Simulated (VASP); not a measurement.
A run of VASP 6.6.1:

INCAR

```
SYSTEM = Hf
PREC = Accurate ; ENCUT = 400
EDIFF = 1E-6 ; ISMEAR = 0
SIGMA = 0.1 ; LREAL = .FALSE.
LASPH = .TRUE. ; NELM = 120
ALGO = Normal ; ISIF = 2
LWAVE = .FALSE. ; LCHARG = .FALSE.
LDIPOL = .TRUE. ; IDIPOL = 3
DIPOL = 0.5 0.5 0.294 ; GGA = PE
NBANDS = 11 ; GGA_COMPAT = .FALSE.
NELMDL = -8
```

File KPOINTS:

```
Automatic mesh
0
G
  6 6 1
  0 0 0
```

POSCAR

```
Hf
1.0
    2.8312441565      0.0000000000      0.0000000000
    0.0000000000      2.8312441565      0.0000000000
    0.0000000000      0.0000000000     23.8000000000
Hf
1
Direct
    0.0000000000      0.0000000000      0.2941176471
```

Potentials or basis: VASP PAW PBE potentials, release 64 (Hf_pv).

Command:

```sh
$ cat potpaw_PBE.64/Hf_pv/POTCAR > POTCAR
$ mpirun -np 1 vasp_std > vasp.out
```

Hardware: 1 thread of AMD EPYC 9R45 (Zen 5), on a shared host.

Q: How long does it take, and how much memory?

A: Run time: 25 s on 1 thread of AMD EPYC 9R45 (Zen 5), with other jobs on the host, peak memory 0.18 GiB. Counts: scf iterations 26, k points 10.
